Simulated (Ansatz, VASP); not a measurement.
NaCr in VASP and in Ansatz

Contents of INCAR:

```
SYSTEM = NaCr
  PREC = Accurate
  ENCUT = 600
  EDIFF = 1E-7
  ISMEAR = 0
  SIGMA = 0.1
  LREAL = .FALSE.
  LASPH = .TRUE.
  NELM = 150
  ALGO = Fast
  ISIF = 3
  LWAVE = .FALSE.
  LCHARG = .FALSE.
  ISPIN = 2
  MAGMOM = 0 4.3
  LORBIT = 11
  LMAXMIX = 4
  GGA = PE
  IBRION = 2
  NSW = 90
  EDIFFG = -0.04
```

The input KPOINTS:

```
Automatic mesh
0
G
  6 6 4
  0 0 0
```

The input POSCAR:

```
NaCr
1.0
    2.9587591143      0.0000000000      0.0000000000
    0.0000000000      2.9587591143      0.0000000000
    0.0000000000      0.0000000000      3.8780878391
Na Cr
1 1
Direct
    0.5000000000      0.5000000000      0.5000000000
    0.0000000000      0.0000000000      0.0000000000
```

Input for Ansatz:

```yaml
crystal:
  lattice:
    - [2.9587591143, 0.0, 0.0]
    - [0.0, 2.9587591143, 0.0]
    - [0.0, 0.0, 3.8780878391]
  atoms:
    - { symbol: Na, position: [0.5, 0.5, 0.5] }
    - { symbol: Cr, position: [0.0, 0.0, 0.0], spin: 4.3 }
basis:
  ecutwfc: 420
kpoints:
  mp_grid: { grid: [6, 6, 4] }
hamiltonian:
  xc: pbe
scf:
  occupations: { method: gaussian, width: 0.1 }
  lower_state_search: "off"
output:
  forces: true
  stress: true
  eigenvalues: true
  populations: true
magnetization:
  spin_polarized: true
relax:
  adjacent_minimum: "off"
  f_tol: 0.04
  max_steps: 70
  cell: { stress_tol: 0.4 }
```

Alike in both runs: task relaxation of cell and atoms; functional PBE; k mesh 6 × 6 × 4; occupations gaussian, width 0.1 eV; collinear spin.

|  | VASP | Ansatz |
| --- | --- | --- |
| version | VASP 6.6.1 | Ansatz 0.2.0 |
| potentials or method | VASP PAW PBE potentials, release 64 (Na_pv, Cr_pv), cutoff 600 eV | scalar-relativistic, plane waves, PAW |
| valence electrons in the cell | 19 | 23 |

|  | VASP | Ansatz | Ansatz less VASP |
| --- | --- | --- | --- |
| gap on the k mesh at the Fermi level, each at its own relaxed structure (eV) | none | none | - |
| net moment per atom (μB) | 2.39 | 2.40 | +0.002 |
| size of the moment on the site where the two differ most (μB) | 4.08 | 4.26 | +0.181 |
| relaxed volume (Å³/atom) | 24.41 | 24.58 | +0.170 |
| relaxed length of the cell vector where the two differ most in proportion (Å) | 5.061 | 5.106 | +0.0444 |

Site moments also hang on the region over which each program counts them. A gap of «none» marks a metal or a gap that the smearing closes. VASP's potentials hold 19 valence electrons a cell and Ansatz's 23, so a difference there can come from the potentials and not from the codes.

The k mesh is coarse, so the values compare programs but aren't converged. Noted on VASP's run: the volume moved by over 15 % at a fixed basis, so the end points are rough.
